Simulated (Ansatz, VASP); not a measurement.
SnO: VASP beside Ansatz

INCAR

```
SYSTEM = SnO
PREC = Accurate ; ENCUT = 520
EDIFF = 1E-6 ; ISMEAR = 0
SIGMA = 0.15 ; LREAL = .False.
LASPH = .True. ; NELM = 80
ALGO = Normal ; ISIF = 2
LWAVE = .False. ; LCHARG = .False.
GGA = PS ; NBANDS = 28
```

File KPOINTS:

```
Automatic mesh
0
Gamma
  12 12 10
  0 0 0
```

The input POSCAR:

```
SnO
1.0
    3.8053768948      0.0000000000      0.0000000000
    0.0000000000      3.8053768948      0.0000000000
    0.0000000000      0.0000000000      4.7531851815
Sn O
2 2
Direct
    0.0000000000      0.5000000000      0.2423986461
    0.5000000000      0.0000000000      0.7576013539
    0.0000000000      0.0000000000      0.0094673358
    0.5000000000      0.5000000000     -0.0094673358
```

Input for Ansatz:

```yaml
crystal:
  lattice:
    - [3.8053768948, 0.0, 0.0]
    - [0.0, 3.8053768948, 0.0]
    - [0.0, 0.0, 4.7531851815]
  atoms:
    - { symbol: Sn, position: [0.0, 0.5, 0.2423986461] }
    - { symbol: Sn, position: [0.5, 0.0, 0.7576013539] }
    - { symbol: O, position: [0.0, 0.0, 0.0094673358] }
    - { symbol: O, position: [0.5, 0.5, -0.0094673358] }
basis:
  ecutwfc: 420
kpoints:
  mp_grid: { grid: [12, 12, 10] }
hamiltonian:
  xc: pbesol
scf:
  occupations: { method: gaussian, width: 0.15 }
output:
  forces: true
  stress: true
  eigenvalues: true
  write_density: true
  write_potential: true
  elf: true
  volumetric_format: npy
```

Change from the starting cell: mode 9 (345.3 1/cm) frozen in, largest displacement +0.045 Å.

Alike in both runs: task single point; functional PBEsol; k mesh 12 × 12 × 10; occupations gaussian, width 0.15 eV; no spin polarisation.

|  | VASP | Ansatz |
| --- | --- | --- |
| version | VASP 6.6.1 | Ansatz 0.2.0 |
| potentials or method | VASP PAW PBE potentials, release 64 (Sn_d, O), cutoff 520 eV | scalar-relativistic, plane waves, PAW |
| valence electrons in the cell | 40 | 40 |

```csv
,VASP,Ansatz,Ansatz less VASP
gap on the k mesh at the Fermi level (eV),none,none,-
pressure (GPa),0.3,0.1,-0.23
"traceless stress, the component that is largest in VASP (GPa)",-1.41,-1.35,+0.065
rms of the force components (eV/Å),0.140,0.130,-0.0100
```

VASP's potentials were made for PBE, not for PBEsol. Atom by atom the forces differ by 0.035 eV/Å (rms over components). A gap of «none» marks a metal or a gap that the smearing closes.
